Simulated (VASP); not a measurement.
# NiO (Fm-3m) in VASP: single point with PBEsol+U

Aim: the single point of NiO with PBEsol+U.

All numbers are computed with VASP 6.6.1; they aren't measurements. Logs are shortened: lines on timing, memory, paths and dates and some standing lists are left out, and cuts for length are marked.

## (1) The cell of the first run

The structure is cubic, space group Fm-3m (No. 225). Conventional cell: a = 4.183 Å, b = 4.183 Å, c = 4.183 Å, α = 90.00°, β = 90.00°, γ = 90.00°. Ni (site symmetry m-3m) has 6 O at 2.09 Å within 2.8 Å. Within 2.8 Å of O (site symmetry m-3m) lie 6 Ni at 2.09 Å.

## (2) Single point, PBEsol+U

The input, INCAR:

```
  PREC = Accurate
  ENCUT = 1340
  EDIFF = 1E-6
  ISMEAR = 0
  SIGMA = 0.05
  LREAL = F
  LASPH = T
  NELM = 200
  ALGO = Normal
  ISIF = 2
  LWAVE = F
  LCHARG = F
  LMAXMIX = 4
  LDAU = T
  LDAUTYPE = 2
  LDAUL = 2 -1
  LDAUU = 4 0
  LDAUJ = 0 0
  LDAUPRINT = 1
  GGA = PS
  NBANDS = 19
  GGA_COMPAT = F
```

The input, KPOINTS:

```
Automatic mesh
0
Gamma
  8 8 8
```

The input, POSCAR:

```
NiO
1.0
    0.0000000000      2.0913095100      2.0913095100
    2.0913095100      0.0000000000      2.0913095100
    2.0913095100      2.0913095100      0.0000000000
Ni O
1 1
Direct
    0.0000000000      0.0000000000      0.0000000000
    0.5000000000      0.5000000000      0.5000000000
```

Potentials or basis: VASP PAW PBE potentials, release 64 (Ni_sv_GW, O_h).

On the command line:

```bash
$ cat potpaw_PBE.64/Ni_sv_GW/POTCAR potpaw_PBE.64/O_h/POTCAR > POTCAR
$ mpirun -np 1 vasp_std > vasp.out
```

OUTCAR:

```text
PREC = Accurate
   ENCUT = 1340
   EDIFF = 1E-6
   ISMEAR = 0
   LREAL = F
   LASPH = T
   NELM = 200
   ISIF = 2
   GGA = PS

 ion  position               nearest neighbor table
   1  0.000  0.000  0.000-   2 2.09   2 2.09   2 2.09   2 2.09   2 2.09   2 2.09
   2  0.500  0.500  0.500-   1 2.09   1 2.09   1 2.09   1 2.09   1 2.09   1 2.09

  LATTYP: Found a face centered cubic cell.
 ALAT       =     4.1826190200

  Lattice vectors:

 A1 = (   0.0000000000,   2.0913095100,   2.0913095100)
 A2 = (   2.0913095100,   0.0000000000,   2.0913095100)
 A3 = (   2.0913095100,   2.0913095100,   0.0000000000)

Analysis of symmetry for initial positions (statically):
=====================================================================
 Subroutine PRICEL returns:
 Original cell was already a primitive cell.

 Routine SETGRP: Setting up the symmetry group for a
 face centered cubic supercell.

 Subroutine GETGRP returns: Found 48 space group operations
 (whereof 48 operations were pure point group operations)
 out of a pool of 48 trial point group operations.

The static configuration has the point symmetry O_h .

Analysis of symmetry for dynamics (positions and initial velocities):
=====================================================================
 Subroutine PRICEL returns:
 Original cell was already a primitive cell.

 Routine SETGRP: Setting up the symmetry group for a
 face centered cubic supercell.

 Subroutine GETGRP returns: Found 48 space group operations
 (whereof 48 operations were pure point group operations)
 out of a pool of 48 trial point group operations.

The dynamic configuration has the point symmetry O_h .

 Subroutine INISYM returns: Found 48 space group operations
 (whereof 48 operations are pure point group operations),
 and found     1 'primitive' translations

----------------------------------------------------------------------------------------

                                     Primitive cell

  volume of cell :      18.2930

  direct lattice vectors                    reciprocal lattice vectors
     0.000000000  2.091309510  2.091309510    -0.239084649  0.239084649  0.239084649
     2.091309510  0.000000000  2.091309510     0.239084649 -0.239084649  0.239084649
     2.091309510  2.091309510  0.000000000     0.239084649  0.239084649 -0.239084649

  length of vectors
     2.957558272  2.957558272  2.957558272     0.414106759  0.414106759  0.414106759

  position of ions in fractional coordinates (direct lattice)
     0.000000000  0.000000000  0.000000000
     0.500000000  0.500000000  0.500000000

  ion indices of the primitive-cell ions
   primitive index   ion index
                 1           1
                 2           2

----------------------------------------------------------------------------------------

 KPOINTS: Automatic mesh

Automatic generation of k-mesh.
 Grid dimensions read from file:
 generate k-points for:    8    8    8

 Generating k-lattice:

  Cartesian coordinates                     Fractional coordinates (reciprocal lattice)
    -0.029885581  0.029885581  0.029885581     0.125000000  0.000000000  0.000000000
     0.029885581 -0.029885581  0.029885581     0.000000000  0.125000000  0.000000000
     0.029885581  0.029885581 -0.029885581     0.000000000  0.000000000  0.125000000

  Length of vectors
     0.051763345  0.051763345  0.051763345

  Shift w.r.t. Gamma in fractional coordinates (k-lattice)
     0.000000000  0.000000000  0.000000000

 Subroutine IBZKPT returns following result:
 ===========================================

 Found     29 irreducible k-points:

 Following reciprocal coordinates:
            Coordinates               Weight
  0.000000  0.000000  0.000000      1.000000
  0.125000  0.000000  0.000000      8.000000
  0.250000  0.000000  0.000000      8.000000
  0.375000  0.000000  0.000000      8.000000
  0.500000  0.000000  0.000000      4.000000
  0.125000  0.125000  0.000000      6.000000
[... 16 lines left out ...]
  0.500000  0.250000  0.125000     48.000000
 -0.375000  0.250000  0.125000     24.000000
 [... further k-points ...]
   k-points           NKPTS =     29   k-points in BZ     NKDIM =     29   number of bands    NBANDS=     19
   number of dos      NEDOS =    301   number of ions     NIONS =      2
   total plane-waves  NPLWV =  46656
   dimension x,y,z NGX =    36 NGY =   36 NGZ =   36
   dimension x,y,z NGXF=    72 NGYF=   72 NGZF=   72
   ions per type =               1   1
   NGX,Y,Z   is equivalent  to a cutoff of  20.24, 20.24, 20.24 a.u.
   NGXF,Y,Z  is equivalent  to a cutoff of  40.47, 40.47, 40.47 a.u.
 SYSTEM =  unknown system
   PREC   = accura    normal or accurate (medium, high low for compatibility)
   ISTART =      0    job   : 0-new  1-cont  2-samecut
   ICHARG =      2    charge: 1-file 2-atom 10-const
   ISPIN  =      1    spin polarized calculation?
   LNONCOLLINEAR =      F non collinear calculations
   LSORBIT =      F    spin-orbit coupling
   LASPH  =      T    aspherical Exc in radial PAW
   ENCUT  = 1340.0 eV  98.49 Ry    9.92 a.u.   8.83  8.83  8.83*2*pi/ulx,y,z
   NELM   =    200;   NELMIN=  2; NELMDL= -5     # of ELM steps
   EDIFF  = 0.1E-05   stopping-criterion for ELM
   LREAL  =      F    real-space projection
   EDIFFG = 0.1E-04   stopping-criterion for IOM
   NSW    =      0    number of steps for IOM
   IBRION =     -1    ionic relax: 0-MD 1-quasi-New 2-CG
   NFREE  =      0    steps in history (QN), initial steepest desc. (CG)
   ISIF   =      2    stress and relaxation
   ISYM   =      2    0-nonsym 1-usesym 2-fastsym
   POTIM  = 0.5000    time-step for ionic-motion
   TEBEG  =    0.0;   TEEND  =   0.0 temperature during run
   PSTRESS=    0.0 pullay stress
   NELECT =      24.0000    total number of electrons
   NUPDOWN=      -1.0000    fix difference up-down
   EMIN   =  10.00;   EMAX   =-10.00  energy-range for DOS
   EFERMI =   0.00;   METHOD = LEGACY
   ISMEAR =     0;   SIGMA  =   0.05  broadening in eV -4-tet -1-fermi 0-gaus
   EFERMI_NEDOS =   21; number of points for ismear=-14 and -15
   IALGO  =     38    algorithm
   IMIX   =      4    mixing-type and parameters
     AMIX     =   0.40;   BMIX     =  1.00
     AMIX_MAG =   1.60;   BMIX_MAG =  1.00
  volume/ion in A,a.u.               =       9.15        61.72
  Fermi-wavevector in a.u.,A,eV,Ry     =   1.792188  3.386745 43.701074  3.211938
  Thomas-Fermi vector in A             =   2.854603
   LORBIT       =      0    0 simple, 1 ext, 2 COOP (PROOUT), +10 PAW based schemes
 LDA+U is selected, type is set to LDAUTYPE =  2
   angular momentum for each species LDAUL =     2   -1
   U (eV)           for each species LDAUU =   4.0  0.0
   J (eV)           for each species LDAUJ =   0.0  0.0
   GGA     = PS    functional components
   LHFCALC =     F    Hartree Fock is set to
   AEXX    =    0.0000 exact exchange contribution
   IVDW    =     0    specifies the selected vdW correction
   LEPSILON=     F    determine dielectric tensor
   LRPA    =     F    only Hartree local field effects (RPA)
 non-spin polarized calculation
 Gauss-broadening in eV      SIGMA  =   0.05
  energy-cutoff  :     1340.00
  volume of cell :       18.29
 maximum number of plane-waves:      2085
   NGX = 17   NGY = 17   NGZ = 17

atom =   1  type =  1  l = 2

 onsite density matrix

spin component  1

  0.9178 -0.0000  0.0000 -0.0000 -0.0000
 -0.0000  0.9178 -0.0000  0.0000 -0.0000
  0.0000 -0.0000  0.6034 -0.0000  0.0000
 -0.0000  0.0000 -0.0000  0.9178  0.0000
 -0.0000 -0.0000  0.0000  0.0000  0.6034

spin component  2

  0.9178 -0.0000  0.0000 -0.0000 -0.0000
 -0.0000  0.9178 -0.0000  0.0000 -0.0000
  0.0000 -0.0000  0.6034 -0.0000  0.0000
 -0.0000  0.0000 -0.0000  0.9178  0.0000
 -0.0000 -0.0000  0.0000  0.0000  0.6034

 occupancies and eigenvectors

  o =  0.6034  v =  0.0000  0.0000 -0.9907 -0.0000  0.1361  0.0000  0.0000  0.0000  0.0000  0.0000      0.0000  0.0000  0.0000  0.0000  0.0000  0.0000  0.0000  0.0000  0.0000  0.0000
  o =  0.6034  v =  0.0000  0.0000  0.0000  0.0000  0.0000  0.0000  0.0000 -0.9907 -0.0000  0.1361      0.0000  0.0000  0.0000  0.0000  0.0000  0.0000  0.0000  0.0000  0.0000  0.0000
  o =  0.6034  v =  0.0000  0.0000 -0.1361  0.0000 -0.9907  0.0000  0.0000  0.0000  0.0000  0.0000      0.0000  0.0000  0.0000  0.0000  0.0000  0.0000  0.0000  0.0000  0.0000  0.0000
  o =  0.6034  v =  0.0000  0.0000  0.0000  0.0000  0.0000  0.0000  0.0000 -0.1361  0.0000 -0.9907      0.0000  0.0000  0.0000  0.0000  0.0000  0.0000  0.0000  0.0000  0.0000  0.0000
  o =  0.9178  v =  0.0000  0.0000  0.0000  0.0000  0.0000  0.0000 -0.0976  0.0000  0.9952  0.0000      0.0000  0.0000  0.0000  0.0000  0.0000  0.0000  0.0000  0.0000  0.0000  0.0000
  o =  0.9178  v =  0.0000 -0.0976  0.0000  0.9952  0.0000  0.0000  0.0000  0.0000  0.0000  0.0000      0.0000  0.0000  0.0000  0.0000  0.0000  0.0000  0.0000  0.0000  0.0000  0.0000
  o =  0.9178  v =  0.0000  0.0000  0.0000  0.0000  0.0000  0.0000 -0.9952 -0.0000 -0.0976 -0.0000      0.0000  0.0000  0.0000  0.0000  0.0000  0.0000  0.0000  0.0000  0.0000  0.0000
  o =  0.9178  v =  0.0000 -0.9952 -0.0000 -0.0976 -0.0000  0.0000  0.0000  0.0000  0.0000  0.0000      0.0000  0.0000  0.0000  0.0000  0.0000  0.0000  0.0000  0.0000  0.0000  0.0000
  o =  0.9178  v =  1.0000  0.0000  0.0000  0.0000  0.0000  0.0000  0.0000  0.0000  0.0000  0.0000      0.0000  0.0000  0.0000  0.0000  0.0000  0.0000  0.0000  0.0000  0.0000  0.0000
  o =  0.9178  v =  0.0000  0.0000  0.0000  0.0000  0.0000  1.0000  0.0000  0.0000  0.0000  0.0000      0.0000  0.0000  0.0000  0.0000  0.0000  0.0000  0.0000  0.0000  0.0000  0.0000

 number of electron      23.9999997 magnetization

 Free energy of the ion-electron system (eV)
  ---------------------------------------------------
  ext. energy  EPLUGINS =         0.00000000
  ---------------------------------------------------
  free energy    TOTEN  =       -10.37369894 eV

  energy without entropy =      -10.36868725  energy(sigma->0) =      -10.37119309

 E-fermi :   7.1749     XC(G=0): -13.2683

 val. band max:        7.1054392758   @ k =   0.3750   0.2500   0.0000
 cond. band min:       7.1798375685   @ k =  -0.3750   0.3750   0.0000
 fundamental gap:      0.0743982927
 Fermi energy:         7.1748540888

 k-point     1 :       0.0000    0.0000    0.0000
  band No.  band energies     occupation
      1     -95.1127      2.00000
      2     -55.6783      2.00000
      3     -55.6783      2.00000
      4     -55.6783      2.00000
      5     -13.2539      2.00000
      6       3.9922      2.00000
[... 505 lines left out ...]
      6      -0.4632      2.00000
[... 11 lines left out ...]
     18      28.9099      0.00000
     19      29.9570      0.00000

 [... further k-points ...]

------------------------ aborting loop because EDIFF is reached ----------------------------------------

  FORCE on cell =-STRESS in cart. coord.  units (eV):
  Direction    XX          YY          ZZ          XY          YZ          ZX
  --------------------------------------------------------------------------------------
  -------------------------------------------------------------------------------------
  Total       -1.5152830     -1.5152830     -1.5152830      0.0000000      0.0000000      0.0000000
  in kB     -132.7148148   -132.7148148   -132.7148148      0.0000000      0.0000000      0.0000000
  external PRESSURE =    -132.7148148 kB  Pullay stress =       0.0000000 kB

 VOLUME and BASIS-vectors are now :
 -----------------------------------------------------------------------------
  energy-cutoff  :     1340.00
  volume of cell :       18.29
      direct lattice vectors                 reciprocal lattice vectors
     0.000000000  2.091309510  2.091309510    -0.239084649  0.239084649  0.239084649
     2.091309510  0.000000000  2.091309510     0.239084649 -0.239084649  0.239084649
     2.091309510  2.091309510  0.000000000     0.239084649  0.239084649 -0.239084649

 POSITION                                       TOTAL-FORCE (eV/Angst)
 -----------------------------------------------------------------------------------
      0.00000      0.00000      0.00000         0.000000     -0.000000      0.000000
      2.09131      2.09131      2.09131        -0.000000      0.000000     -0.000000
 -----------------------------------------------------------------------------------
    total drift:                                0.000000      0.000000      0.000000

  FREE ENERGIE OF THE ION-ELECTRON SYSTEM (eV)
  ---------------------------------------------------
  free  energy   TOTEN  =       -10.3736989412 eV

  energy  without entropy=      -10.3686872453  energy(sigma->0) =      -10.37119309
```

Run time: 57 s. Hardware: 1 thread of Intel Xeon Platinum 8259CL at 2.50GHz (Skylake/Cascade Lake), shared host; peak memory 0.25 GiB.

What came out:

```
Free energy            : -10.3737 eV
Pressure               : -13.3 GPa
Band gap on the k mesh : zero (bands 12 and 13 overlap by 2.84 eV)
```

Eigenvalues of the final occupation matrices:
| site | spin | trace | eigenvalues |
| --- | --- | --- | --- |
| site 1 d | 1 | 3.96 | 0.60 0.60 0.92 0.92 0.92 |
| site 1 d | 2 | 3.96 | 0.60 0.60 0.92 0.92 0.92 |

Caveat: the cell stands under tension; the PAW data sets were made with another functional, which shifts forces and pressure a little; the run has no spin polarisation, though such a crystal can be magnetic; U without spin polarisation on a metal has little footing. Spin polarisation is off, so any magnetic state and its effect on volume and gap are missing.

The gap in the log of VASP goes by the Fermi energy; the results here count the filled bands.